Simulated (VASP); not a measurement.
# Hf (P6_3/mmc) in VASP: a series of runs, part 2 of 2

VASP 6.6.1. Earlier steps stand in the parts before.

## Step 3: Single point, PBEsol+D3(BJ)

This run uses another cell than the first one, of 20.97 Å³/atom, 1.078 times its volume.

INCAR reads:

```
SYSTEM = Hf
PREC = Accurate ; ENCUT = 520
EDIFF = 1E-6 ; ISMEAR = 1
SIGMA = 0.1 ; LREAL = .FALSE.
LASPH = .TRUE. ; NELM = 100
ALGO = Normal ; ISIF = 2
LWAVE = .FALSE. ; LCHARG = .FALSE.
GGA = PS ; IVDW = 12
NBANDS = 17
```

KPOINTS reads:

```
regular mesh
0
G
  13 13 7
  0 0 0
```

POSCAR reads:

```
Hf
1.0
    3.1250753284      0.0000000000      0.0000000000
   -1.5625376642      2.7063946232      0.0000000000
    0.0000000000      0.0000000000      4.9592143116
Hf
2
Direct
    0.3333333333      0.6666666667      0.2500000000
    0.6666666667      0.3333333333      0.7500000000
```

Potentials or basis: VASP PAW PBE potentials, release 64 (Hf_pv).

Command:

```console
cat potpaw_PBE.64/Hf_pv/POTCAR > POTCAR
mpirun -np 1 vasp_std > vasp.out
```

OUTCAR:

```text
SYSTEM = Hf
   PREC = Accurate
   ENCUT = 520
   EDIFF = 1E-6
   ISMEAR = 1
   LREAL = .FALSE.
   LASPH = .TRUE.
   NELM = 100
   ISIF = 2
   GGA = PS
   IVDW = 12
 IVDW          = 12

 ion  position               nearest neighbor table
   1  0.333  0.667  0.250-   2 3.07   2 3.07   2 3.07   2 3.07   2 3.07   2 3.07
   2  0.667  0.333  0.750-   1 3.07   1 3.07   1 3.07   1 3.07   1 3.07   1 3.07

  LATTYP: Found a hexagonal cell.
 ALAT       =     3.1250753284
 C/A-ratio  =     1.5869103271

  Lattice vectors:

 A1 = (   3.1250753284,   0.0000000000,   0.0000000000)
 A2 = (  -1.5625376642,   2.7063946232,   0.0000000000)
 A3 = (   0.0000000000,   0.0000000000,   4.9592143116)

Analysis of symmetry for initial positions (statically):
=====================================================================
 Subroutine PRICEL returns:
 Original cell was already a primitive cell.

 Routine SETGRP: Setting up the symmetry group for a
 hexagonal supercell.

 Subroutine GETGRP returns: Found 24 space group operations
 (whereof 12 operations were pure point group operations)
 out of a pool of 24 trial point group operations.

The static configuration has the point symmetry D_3d.
 The point group associated with its full space group is D_6h.

Analysis of symmetry for dynamics (positions and initial velocities):
=====================================================================
 Subroutine PRICEL returns:
 Original cell was already a primitive cell.

 Routine SETGRP: Setting up the symmetry group for a
 hexagonal supercell.

 Subroutine GETGRP returns: Found 24 space group operations
 (whereof 12 operations were pure point group operations)
 out of a pool of 24 trial point group operations.

The dynamic configuration has the point symmetry D_3d.
 The point group associated with its full space group is D_6h.

 Subroutine INISYM returns: Found 24 space group operations
 (whereof 12 operations are pure point group operations),
 and found     1 'primitive' translations

----------------------------------------------------------------------------------------

                                     Primitive cell

  volume of cell :      41.9435

  direct lattice vectors                    reciprocal lattice vectors
     3.125075328  0.000000000  0.000000000     0.319992287  0.184747633  0.000000000
    -1.562537664  2.706394623  0.000000000     0.000000000  0.369495266  0.000000000
     0.000000000  0.000000000  4.959214312     0.000000000  0.000000000  0.201644845

  length of vectors
     3.125075328  3.125075328  4.959214312     0.369495266  0.369495266  0.201644845

  position of ions in fractional coordinates (direct lattice)
     0.333333333  0.666666667  0.250000000
     0.666666667  0.333333333  0.750000000

  ion indices of the primitive-cell ions
   primitive index   ion index
                 1           1
                 2           2

----------------------------------------------------------------------------------------

 KPOINTS: regular mesh

Automatic generation of k-mesh.
 Grid dimensions read from file:
 generate k-points for:   13   13    7

 Generating k-lattice:

  Cartesian coordinates                     Fractional coordinates (reciprocal lattice)
     0.024614791  0.014211356  0.000000000     0.076923077  0.000000000  0.000000000
     0.000000000  0.028422713  0.000000000     0.000000000  0.076923077  0.000000000
     0.000000000  0.000000000  0.028806406     0.000000000  0.000000000  0.142857143

  Length of vectors
     0.028422713  0.028422713  0.028806406

  Shift w.r.t. Gamma in fractional coordinates (k-lattice)
     0.000000000  0.000000000  0.000000000

 Subroutine IBZKPT returns following result:
 ===========================================

 Found     84 irreducible k-points:

 Following reciprocal coordinates:
            Coordinates               Weight
  0.000000  0.000000  0.000000      1.000000
  0.076923 -0.000000  0.000000      6.000000
  0.153846 -0.000000  0.000000      6.000000
  0.230769 -0.000000  0.000000      6.000000
  0.307692 -0.000000  0.000000      6.000000
  0.384615 -0.000000  0.000000      6.000000
[... 16 lines left out ...]
  0.076923 -0.000000  0.142857     12.000000
  0.153846 -0.000000  0.142857     12.000000
 [... further k-points ...]
   k-points           NKPTS =     84   k-points in BZ     NKDIM =     84   number of bands    NBANDS=     17
   number of dos      NEDOS =    301   number of ions     NIONS =      2
   total plane-waves  NPLWV =  23040
   dimension x,y,z NGX =    24 NGY =   24 NGZ =   40
   dimension x,y,z NGXF=    48 NGYF=   48 NGZF=   80
   ions per type =               2
   NGX,Y,Z   is equivalent  to a cutoff of  12.77, 12.77, 13.41 a.u.
   NGXF,Y,Z  is equivalent  to a cutoff of  25.53, 25.53, 26.82 a.u.
 SYSTEM =  Hf
   PREC   = accura    normal or accurate (medium, high low for compatibility)
   ISTART =      0    job   : 0-new  1-cont  2-samecut
   ICHARG =      2    charge: 1-file 2-atom 10-const
   ISPIN  =      1    spin polarized calculation?
   LNONCOLLINEAR =      F non collinear calculations
   LSORBIT =      F    spin-orbit coupling
   LASPH  =      T    aspherical Exc in radial PAW
   ENCUT  =  520.0 eV  38.22 Ry    6.18 a.u.   5.81  5.81  9.22*2*pi/ulx,y,z
   NELM   =    100;   NELMIN=  2; NELMDL= -5     # of ELM steps
   EDIFF  = 0.1E-05   stopping-criterion for ELM
   LREAL  =      F    real-space projection
   EDIFFG = 0.1E-04   stopping-criterion for IOM
   NSW    =      0    number of steps for IOM
   IBRION =     -1    ionic relax: 0-MD 1-quasi-New 2-CG
   NFREE  =      0    steps in history (QN), initial steepest desc. (CG)
   ISIF   =      2    stress and relaxation
   ISYM   =      2    0-nonsym 1-usesym 2-fastsym
   POTIM  = 0.5000    time-step for ionic-motion
   TEBEG  =    0.0;   TEEND  =   0.0 temperature during run
   PSTRESS=    0.0 pullay stress
   NELECT =      20.0000    total number of electrons
   NUPDOWN=      -1.0000    fix difference up-down
   EMIN   =  10.00;   EMAX   =-10.00  energy-range for DOS
   EFERMI =   0.00;   METHOD = LEGACY
   ISMEAR =     1;   SIGMA  =   0.10  broadening in eV -4-tet -1-fermi 0-gaus
   EFERMI_NEDOS =   21; number of points for ismear=-14 and -15
   IALGO  =     38    algorithm
   IMIX   =      4    mixing-type and parameters
     AMIX     =   0.40;   BMIX     =  1.00
     AMIX_MAG =   1.60;   BMIX_MAG =  1.00
  volume/ion in A,a.u.               =      20.97       141.52
  Fermi-wavevector in a.u.,A,eV,Ry     =   1.278979  2.416919 22.256229  1.635787
  Thomas-Fermi vector in A             =   2.411491
   LORBIT       =      0    0 simple, 1 ext, 2 COOP (PROOUT), +10 PAW based schemes
   GGA     = PS    functional components
   LHFCALC =     F    Hartree Fock is set to
   AEXX    =    0.0000 exact exchange contribution
   IVDW    =    12    specifies the selected vdW correction
   LEPSILON=     F    determine dielectric tensor
   LRPA    =     F    only Hartree local field effects (RPA)
 non-spin polarized calculation
 Methfessel and Paxton  Order N= 1 SIGMA  =   0.10
  energy-cutoff  :      520.00
  volume of cell :       41.94
 maximum number of plane-waves:      1152
 NGX is ok and might be reduce to    24
   NGX = 11   NGY = 11   NGZ = 19

 number of electron      19.9999996 magnetization

 Free energy of the ion-electron system (eV)
  ---------------------------------------------------
  ext. energy  EPLUGINS =         0.00000000
  ---------------------------------------------------
  free energy    TOTEN  =       -20.99312382 eV

  energy without entropy =      -20.99218493  energy(sigma->0) =      -20.99281085

 E-fermi :   5.2262     XC(G=0): -11.6905

 val. band max:        5.2247518273   @ k =   0.1538  -0.0000   0.0000
 cond. band min:       5.2650445554   @ k =   0.3077   0.2308   0.4286
 fundamental gap:      0.0402927281
 Fermi energy:         5.2262226538

 k-point     1 :       0.0000    0.0000    0.0000
  band No.  band energies     occupation
      1     -25.7800      2.00000
      2     -24.8593      2.00000
      3     -24.8593      2.00000
      4     -24.7049      2.00000
      5     -24.7042      2.00000
      6     -24.7042      2.00000
[... 9 lines left out ...]
     16       7.9941      0.00000
     17      10.8986      0.00000
[... 441 lines left out ...]
 k-point    24 :       0.1538   -0.0000    0.1429
  band No.  band energies     occupation
      1     -25.6671      2.00000
      2     -25.0046      2.00000
      3     -24.9108      2.00000
      4     -24.9015      2.00000
      5     -24.7532      2.00000
      6     -24.7352      2.00000
[... 9 lines left out ...]
     16       8.1634      0.00000
     17      11.3765      0.00000

 [... further k-points ...]

------------------------ aborting loop because EDIFF is reached ----------------------------------------

 Edisp (eV)   -1.09412

 E8    (eV) :    -0.8262

  FORCE on cell =-STRESS in cart. coord.  units (eV):
  Direction    XX          YY          ZZ          XY          YZ          ZX
  --------------------------------------------------------------------------------------
  -------------------------------------------------------------------------------------
  Total      -0.22854    -0.22854    -0.27478     0.00000     0.00000     0.00000
  in kB      -8.72981    -8.72981   -10.49631     0.00000     0.00000     0.00000
  external pressure =       -9.32 kB  Pullay stress =        0.00 kB

 VOLUME and BASIS-vectors are now :
 -----------------------------------------------------------------------------
  energy-cutoff  :      520.00
  volume of cell :       41.94
      direct lattice vectors                 reciprocal lattice vectors
     3.125075328  0.000000000  0.000000000     0.319992287  0.184747633  0.000000000
    -1.562537664  2.706394623  0.000000000     0.000000000  0.369495266  0.000000000
     0.000000000  0.000000000  4.959214312     0.000000000  0.000000000  0.201644845

 POSITION                                       TOTAL-FORCE (eV/Angst)
 -----------------------------------------------------------------------------------
     -0.00000      1.80426      1.23980         0.000000     -0.000000      0.000000
      1.56254      0.90213      3.71941        -0.000000      0.000000      0.000000
 -----------------------------------------------------------------------------------
    total drift:                               -0.000000      0.000000     -0.000000

  FREE ENERGIE OF THE ION-ELECTRON SYSTEM (eV)
  ---------------------------------------------------
  free  energy   TOTEN  =       -22.0872478173 eV

  energy  without entropy=      -22.0863089270  energy(sigma->0) =      -22.08693485
```

OSZICAR:

```text
N       E                     dE             d eps       ncg     rms          rms(c)
DAV:   1     0.495619964662E+02    0.49562E+02   -0.11503E+04  2904   0.113E+03
DAV:   2    -0.198774667896E+02   -0.69439E+02   -0.67509E+02  3727   0.249E+02
DAV:   3    -0.217010099423E+02   -0.18235E+01   -0.18127E+01  3715   0.272E+01
DAV:   4    -0.217145564108E+02   -0.13546E-01   -0.13540E-01  3581   0.280E+00
DAV:   5    -0.217146805996E+02   -0.12419E-03   -0.12417E-03  3651   0.238E-01    0.685E+01
DAV:   6    -0.211904382547E+02    0.52424E+00   -0.45358E-01  3434   0.431E+00    0.406E+01
DAV:   7    -0.210026142985E+02    0.18782E+00   -0.75891E-01  3444   0.536E+00    0.190E+00
DAV:   8    -0.209930265521E+02    0.95877E-02   -0.46838E-02  3379   0.143E+00    0.373E-01
DAV:   9    -0.209931317195E+02   -0.10517E-03   -0.10890E-03  3756   0.230E-01    0.182E-01
DAV:  10    -0.209931237571E+02    0.79625E-05   -0.53315E-05  3338   0.502E-02    0.228E-01
DAV:  11    -0.209931238165E+02   -0.59444E-07   -0.62969E-06  3523   0.170E-02
   1 F= -.22087248E+02 E0= -.22086935E+02  d E =-.938890E-03
```

stdout:

```text
POSCAR found type information on POSCAR Hf
 POSCAR found :  1 types and       2 ions
 scaLAPACK will be used
 -----------------------------------------------------------------------------
|                                                                             |
|                                                                             |
|     You enforced a specific xc type in the INCAR file but a different       |
|     I HOPE YOU KNOW WHAT YOU ARE DOING!                                     |
|                                                                             |
 -----------------------------------------------------------------------------

 LDA part: xc-table for (Slater+PW92), standard interpolation
 POSCAR, INCAR and KPOINTS ok, starting setup
 FFT: planning ... GRIDC
 FFT: planning ... GRID_SOFT
 FFT: planning ... GRID
 WAVECAR not read
 entering main loop
```

Wall time 57 s (1 thread of Intel Xeon 8259CL, shared host); peak memory 0.2 GiB.

Results:

```
Free energy                : -22.0872 eV
Pressure                   : -0.9 GPa
Band gap on the k mesh     : zero (band 10 reaches 6.40 eV, above the bottom of band 11 at 4.86 eV)
Dispersion energy per atom : -0.547 eV
```

Stress tensor (GPa, compression positive):
```
-0.87  0.00  0.00
 0.00 -0.87  0.00
 0.00  0.00 -1.05
```

Levels at points of the mesh, in eV from the Fermi level:
```
           k point  band 7  band 8  band 9  band 10  band 11  band 12  band 13  band 14
(0.00, 0.00, 0.00)   -7.62   -3.94    0.88     1.17     1.17     1.44     2.06     2.06
```

Caveat: three body term missing; the PAW data sets were made with another functional, which shifts forces and pressure a little; spin-orbit coupling is left out, which moves the levels of the heavy elements; pairwise dispersion overbinds metals, which lowers pressure and volume.
